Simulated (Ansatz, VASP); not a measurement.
GaN: VASP beside Ansatz

POSCAR

```
GaN
1.0
    3.1828215348      0.0000000000      0.0000000000
   -1.5914107674      2.7564043048      0.0000000000
    0.0000000000      0.0000000000      5.1856745519
Ga N
2 2
Direct
    0.3333333333      0.6666666667     -0.0553305644
    0.6666666667      0.3333333333      0.4446694356
    0.3333333333      0.6666666667      0.4323305644
    0.6666666667      0.3333333333      0.9323305644
```

File INCAR.step1:

```
SYSTEM = GaN
PREC = Accurate ; ENCUT = 520
ISMEAR = 0 ; SIGMA = 0.01
LREAL = .False. ; LASPH = .True.
NELM = 100 ; NBANDS = 26
GGA = PE ; ALGO = Normal
EDIFF = 1E-4 ; LWAVE = .True.
LCHARG = .False.
```

Contents of INCAR.step2:

```
SYSTEM = GaN
PREC = Accurate ; ENCUT = 520
EDIFF = 1E-6 ; ISMEAR = 0
SIGMA = 0.01 ; LREAL = .False.
LASPH = .True. ; NELM = 100
ALGO = Normal ; ISIF = 2
LWAVE = .False. ; LCHARG = .False.
METAGGA = R2SCAN ; LMIXTAU = .True.
NBANDS = 26 ; ISTART = 1
```

Contents of KPOINTS:

```
regular mesh
0
Gamma
  12 12 6
  0 0 0
```

Input for Ansatz:

```yaml
crystal:
  lattice:
    - [3.1828215348, 0.0, 0.0]
    - [-1.5914107674, 2.7564043048, 0.0]
    - [0.0, 0.0, 5.1856745519]
  atoms:
    - { symbol: Ga, position: [0.3333333333, 0.6666666667, -0.0553305644] }
    - { symbol: Ga, position: [0.6666666667, 0.3333333333, 0.4446694356] }
    - { symbol: "N", position: [0.3333333333, 0.6666666667, 0.4323305644] }
    - { symbol: "N", position: [0.6666666667, 0.3333333333, 0.9323305644] }
basis:
  ecutwfc: 500
  xc_grid: 2
kpoints:
  mp_grid: { grid: [12, 12, 6] }
hamiltonian:
  xc: r2scan
  pseudopotentials: { kind: paw, azcp: { folder: soft_1 } }
scf:
  occupations: { method: fixed }
output:
  forces: true
  stress: true
  eigenvalues: true
  polarization: {}
```

Change from the starting cell: polar distortion scaled by 0.10.

Alike in both runs: task single point; functional r2SCAN; k mesh 12 × 12 × 6; no spin polarisation.

```csv
,VASP,Ansatz
version,VASP 6.6.1,Ansatz 0.2.0
potentials or method,"VASP PAW PBE potentials, release 64 (Ga_d, N), cutoff 520 eV","scalar-relativistic, plane waves, PAW"
occupations,"gaussian, width 0.01 eV",fixed
valence electrons in the cell,36,36
```

Ansatz gave:

* gap on the k mesh at the Fermi level (eV): 2.38
* least direct gap on the mesh (eV): 2.38
* pressure (GPa): 10.3
* traceless stress, the component that is largest in VASP (GPa): -11.29
* rms of the force components (eV/Å): 0.204

Task: Estimate VASP's values.

Result: gap on the k mesh at the Fermi level (eV): 2.38; least direct gap on the mesh (eV): 2.38; pressure (GPa): 11.4; traceless stress, the component that is largest in VASP (GPa): -12.71; rms of the force components (eV/Å): 0.210.

VASP's potentials were made for PBE, not for r2SCAN. Atom by atom the forces differ by 0.007 eV/Å (rms over components).
